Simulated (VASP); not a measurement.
# Pt (Fm-3m) in VASP: notebook

The runs below take Pt through single point, relaxation of cell and atoms, with PBE.

All numbers are computed with VASP 6.6.1; they aren't measurements. Logs are shortened: lines on timing, memory, paths and dates and some standing lists are left out, and cuts for length are marked.

**1. The cell of the first run**

The structure is cubic, space group Fm-3m (No. 225). The conventional cell has a = 6.070 Å, b = 6.070 Å, c = 6.070 Å, α = 90.00°, β = 90.00°, γ = 90.00°. Pt (site symmetry -43m) has 10 Pt at 2.63 to 3.04 Å within 3.5 Å. Pt (site symmetry m-3m) has 8 Pt at 2.63 Å within 3.5 Å.

The cell was built from a structure type or drawn by symmetry, and may not be a known phase.

**2. Single point, PBE**

Input file INCAR:

```
ALGO = Fast ; EDIFF = 1E-6
ENCUT = 520 ; GGA = PE
ISIF = 2 ; ISMEAR = 0
LASPH = True ; LCHARG = False
LREAL = False ; LWAVE = False
NBANDS = 22 ; NELM = 80
PREC = Accurate ; SIGMA = 0.1
```

Input file KPOINTS:

```
k-points
0
Gamma
  14 14 14
```

Input file POSCAR:

```
Pt
1.0
    0.0000000000      3.0351660784      3.0351660784
    3.0351660784      0.0000000000      3.0351660784
    3.0351660784      3.0351660784      0.0000000000
Pt
3
Direct
    0.2500000000      0.2500000000      0.2500000000
    0.7500000000      0.7500000000      0.7500000000
    0.0000000000      0.0000000000      0.0000000000
```

Potentials or basis: VASP PAW PBE potentials, release 64 (Pt).

Command:

```console
cat potpaw_PBE.64/Pt/POTCAR > POTCAR
mpirun -np 1 vasp_std > vasp.out
```

OUTCAR:

```text
EDIFF = 1E-6
   ENCUT = 520
   GGA = PE
   ISIF = 2
   ISMEAR = 0
   LASPH = True
   LREAL = False
   NELM = 80
   PREC = Accurate

 ion  position               nearest neighbor table
   1  0.250  0.250  0.250-   3 2.63   3 2.63   3 2.63   3 2.63   2 3.04   2 3.04   2 3.04   2 3.04
                             2 3.04   2 3.04
   2  0.750  0.750  0.750-   3 2.63   3 2.63   3 2.63   3 2.63   1 3.04   1 3.04   1 3.04   1 3.04
                             1 3.04   1 3.04
   3  0.000  0.000  0.000-   2 2.63   2 2.63   2 2.63   1 2.63   2 2.63   1 2.63   1 2.63   1 2.63

  LATTYP: Found a face centered cubic cell.
 ALAT       =     6.0703321568

  Lattice vectors:

 A1 = (   0.0000000000,   3.0351660784,   3.0351660784)
 A2 = (   3.0351660784,   0.0000000000,   3.0351660784)
 A3 = (   3.0351660784,   3.0351660784,   0.0000000000)

Analysis of symmetry for initial positions (statically):
=====================================================================
 Subroutine PRICEL returns:
 Original cell was already a primitive cell.

 Routine SETGRP: Setting up the symmetry group for a
 face centered cubic supercell.

 Subroutine GETGRP returns: Found 48 space group operations
 (whereof 48 operations were pure point group operations)
 out of a pool of 48 trial point group operations.

The static configuration has the point symmetry O_h .

Analysis of symmetry for dynamics (positions and initial velocities):
=====================================================================
 Subroutine PRICEL returns:
 Original cell was already a primitive cell.

 Routine SETGRP: Setting up the symmetry group for a
 face centered cubic supercell.

 Subroutine GETGRP returns: Found 48 space group operations
 (whereof 48 operations were pure point group operations)
 out of a pool of 48 trial point group operations.

The dynamic configuration has the point symmetry O_h .

 Subroutine INISYM returns: Found 48 space group operations
 (whereof 48 operations are pure point group operations),
 and found     1 'primitive' translations

----------------------------------------------------------------------------------------

                                     Primitive cell

[... 79 lines left out ...]
   ions per type =               3
   NGX,Y,Z   is equivalent  to a cutoff of  12.39, 12.39, 12.39 a.u.
   NGXF,Y,Z  is equivalent  to a cutoff of  24.79, 24.79, 24.79 a.u.
 SYSTEM =  unknown system
   PREC   = accura    normal or accurate (medium, high low for compatibility)
   ISTART =      0    job   : 0-new  1-cont  2-samecut
   ICHARG =      2    charge: 1-file 2-atom 10-const
   ISPIN  =      1    spin polarized calculation?
   LNONCOLLINEAR =      F non collinear calculations
   LSORBIT =      F    spin-orbit coupling
   LASPH  =      T    aspherical Exc in radial PAW
   ENCUT  =  520.0 eV  38.22 Ry    6.18 a.u.   7.98  7.98  7.98*2*pi/ulx,y,z
   NELM   =     80;   NELMIN=  2; NELMDL= -5     # of ELM steps
   EDIFF  = 0.1E-05   stopping-criterion for ELM
   LREAL  =      F    real-space projection
[... 7 lines left out ...]
   TEBEG  =    0.0;   TEEND  =   0.0 temperature during run
   PSTRESS=    0.0 pullay stress
   NELECT =      30.0000    total number of electrons
   NUPDOWN=      -1.0000    fix difference up-down
   EMIN   =  10.00;   EMAX   =-10.00  energy-range for DOS
   EFERMI =   0.00;   METHOD = LEGACY
   ISMEAR =     0;   SIGMA  =   0.10  broadening in eV -4-tet -1-fermi 0-gaus
   EFERMI_NEDOS =   21; number of points for ismear=-14 and -15
   IALGO  =     68    algorithm
   IMIX   =      4    mixing-type and parameters
     AMIX     =   0.40;   BMIX     =  1.00
     AMIX_MAG =   1.60;   BMIX_MAG =  1.00
  volume/ion in A,a.u.               =      18.64       125.79
  Fermi-wavevector in a.u.,A,eV,Ry     =   1.330218  2.513747 24.075233  1.769480
  Thomas-Fermi vector in A             =   2.459321
   LORBIT       =      0    0 simple, 1 ext, 2 COOP (PROOUT), +10 PAW based schemes
   GGA     = PE    functional components
   LHFCALC =     F    Hartree Fock is set to
   AEXX    =    0.0000 exact exchange contribution
   IVDW    =     0    specifies the selected vdW correction
   LEPSILON=     F    determine dielectric tensor
   LRPA    =     F    only Hartree local field effects (RPA)
 non-spin polarized calculation
 RMM-DIIS sequential band-by-band and
 Gauss-broadening in eV      SIGMA  =   0.10
  energy-cutoff  :      520.00
  volume of cell :       55.92
 maximum number of plane-waves:      1524
   NGX = 15   NGY = 15   NGZ = 15

 number of electron      30.0000003 magnetization

 Free energy of the ion-electron system (eV)
  ---------------------------------------------------
  ext. energy  EPLUGINS =         0.00000000
  ---------------------------------------------------
  free energy    TOTEN  =       -17.02488653 eV

  energy without entropy =      -16.99700705  energy(sigma->0) =      -17.01094679

 E-fermi :   7.8925     XC(G=0): -12.0009

 val. band max:        7.8903409525   @ k =  -0.4286   0.1429   0.0714
 cond. band min:       7.8977120870   @ k =  -0.4286   0.0714   0.0000
 fundamental gap:      0.0073711345
 Fermi energy:         7.8924646053

 k-point     1 :       0.0000    0.0000    0.0000
  band No.  band energies     occupation
      1      -0.5723      2.00000
      2       2.4125      2.00000
      3       2.4125      2.00000
      4       3.6857      2.00000
      5       3.6857      2.00000
      6       3.6857      2.00000
[... 589 lines left out ...]
     21      17.1905      0.00000
     22      19.0756      0.00000

 [... further k-points ...]

------------------------ aborting loop because EDIFF is reached ----------------------------------------

  FORCE on cell =-STRESS in cart. coord.  units (eV):
  Direction    XX          YY          ZZ          XY          YZ          ZX
  --------------------------------------------------------------------------------------
  -------------------------------------------------------------------------------------
  Total       -0.1324920     -0.1324920     -0.1324920     -0.0000000      0.0000000     -0.0000000
  in kB       -3.7959700     -3.7959700     -3.7959700     -0.0000000      0.0000000     -0.0000000
  external PRESSURE =      -3.7959700 kB  Pullay stress =       0.0000000 kB

 VOLUME and BASIS-vectors are now :
 -----------------------------------------------------------------------------
  energy-cutoff  :      520.00
  volume of cell :       55.92
      direct lattice vectors                 reciprocal lattice vectors
     0.000000000  3.035166078  3.035166078    -0.164735631  0.164735631  0.164735631
     3.035166078  0.000000000  3.035166078     0.164735631 -0.164735631  0.164735631
     3.035166078  3.035166078  0.000000000     0.164735631  0.164735631 -0.164735631

 POSITION                                       TOTAL-FORCE (eV/Angst)
 -----------------------------------------------------------------------------------
      1.51758      1.51758      1.51758         0.000000      0.000000      0.000000
      4.55275      4.55275      4.55275        -0.000000     -0.000000     -0.000000
      0.00000      0.00000      0.00000        -0.000000     -0.000000     -0.000000
 -----------------------------------------------------------------------------------
    total drift:                                0.000000     -0.000000      0.000000

  FREE ENERGIE OF THE ION-ELECTRON SYSTEM (eV)
  ---------------------------------------------------
  free  energy   TOTEN  =       -17.0248865316 eV

  energy  without entropy=      -16.9970070522  energy(sigma->0) =      -17.01094679
```

OSZICAR:

```text
N       E                     dE             d eps       ncg     rms          rms(c)
DAV:   1     0.169031668792E+03    0.16903E+03   -0.14990E+04  4632   0.127E+03
DAV:   2    -0.138141274218E+02   -0.18285E+03   -0.17030E+03  5078   0.276E+02
DAV:   3    -0.180535580635E+02   -0.42394E+01   -0.41704E+01  5374   0.416E+01
DAV:   4    -0.180915275450E+02   -0.37969E-01   -0.37957E-01  5218   0.412E+00
DAV:   5    -0.180921309457E+02   -0.60340E-03   -0.60339E-03  5464   0.568E-01    0.178E+01
RMM:   6    -0.171082528003E+02    0.98388E+00   -0.18639E+00  4578   0.928E+00    0.974E+00
RMM:   7    -0.170501340893E+02    0.58119E-01   -0.36276E-01  4716   0.376E+00    0.430E+00
RMM:   8    -0.170377838924E+02    0.12350E-01   -0.99553E-02  4721   0.194E+00    0.226E+00
RMM:   9    -0.170249866472E+02    0.12797E-01   -0.16458E-02  4742   0.793E-01    0.337E-01
RMM:  10    -0.170248556190E+02    0.13103E-03   -0.17449E-03  5070   0.245E-01    0.111E-01
RMM:  11    -0.170248804785E+02   -0.24859E-04   -0.23992E-04  5067   0.898E-02    0.360E-02
RMM:  12    -0.170248861007E+02   -0.56222E-05   -0.56188E-05  5124   0.419E-02    0.117E-02
RMM:  13    -0.170248869167E+02   -0.81599E-06   -0.10889E-05  4769   0.200E-02    0.621E-03
RMM:  14    -0.170248865316E+02    0.38518E-06   -0.36826E-06  3859   0.113E-02
   1 F= -.17024887E+02 E0= -.17010947E+02  d E =-.278795E-01
```

It took 81 s on 1 thread of Intel Xeon Platinum 8488C (Sapphire Rapids), shared host; peak memory 0.24 GiB.

What came out:

| Item | Value |
| --- | --- |
| Free energy | -17.0249 eV |
| Pressure | -0.4 GPa |
| Band gap on the k mesh | zero (bands 15 and 16 overlap by 0.82 eV) |

Caveat: spin-orbit coupling is left out, which moves the levels of the heavy elements.

**3. Relaxation of cell and atoms, PBE**

Input file INCAR:

```
PREC = Accurate ; ENCUT = 600
EDIFF = 1E-6 ; ISMEAR = 0
SIGMA = 0.1 ; LREAL = F
LASPH = T ; NELM = 100
ALGO = Fast ; ISIF = 3
LWAVE = F ; LCHARG = F
GGA = PE ; IBRION = 2
NSW = 100 ; EDIFFG = -0.01
```

Input file KPOINTS:

```
Automatic mesh
0
Gamma
  14 14 14
```

POSCAR is that of step 2.

Potentials or basis: VASP PAW PBE potentials, release 64 (Pt).

Command:

```console
cat potpaw_PBE.64/Pt/POTCAR > POTCAR
mpirun -np 1 vasp_std > vasp.out
```

Run time: 4 min. Hardware: 1 thread of Intel Xeon Platinum 8488C (Sapphire Rapids), shared host; peak memory 0.28 GiB.

It converged, with:

* Free energy: -17.0251 eV
* Relaxed volume: 18.61 Å³/atom
* Relaxed cell: a = 4.290 Å, b = 4.290 Å, c = 4.290 Å, α = 60.00°, β = 60.00°, γ = 60.00°
* Space group after relaxing (to 0.1 Å): Fm-3m (No. 225)
* Energy gained by relaxing: 0.0 meV/atom
* Ionic steps: 3
* Pressure after relaxing: 0.0 GPa
* Band gap on the k mesh: zero (bands 15 and 16 overlap by 0.82 eV)

Final structure:
```yaml
crystal:
  lattice:
    - [0.00000, 3.03336, 3.03336]
    - [3.03336, 0.00000, 3.03336]
    - [3.03336, 3.03336, 0.00000]
  atoms:
    - { symbol: Pt, position: [0.25000, 0.25000, 0.25000] }
    - { symbol: Pt, position: [0.75000, 0.75000, 0.75000] }
    - { symbol: Pt, position: [0.00000, 0.00000, 0.00000] }
```

Levels at points of the mesh, in eV from the Fermi level:
```csv
k point,band 12,band 13,band 14,band 15,band 16,band 17,band 18,band 19
"(0.00, 0.00, 0.00)",-0.43,-0.43,-0.43,-0.15,-0.15,6.97,7.92,8.96
"(0.50, 0.00, 0.00)",-2.13,-0.82,-0.82,-0.05,-0.05,0.97,7.47,7.47
"(0.50, 0.50, 0.00)",-1.11,-0.22,0.25,0.25,0.54,0.90,1.82,1.82
```

Caveat: spin-orbit coupling is left out, which moves the levels of the heavy elements.
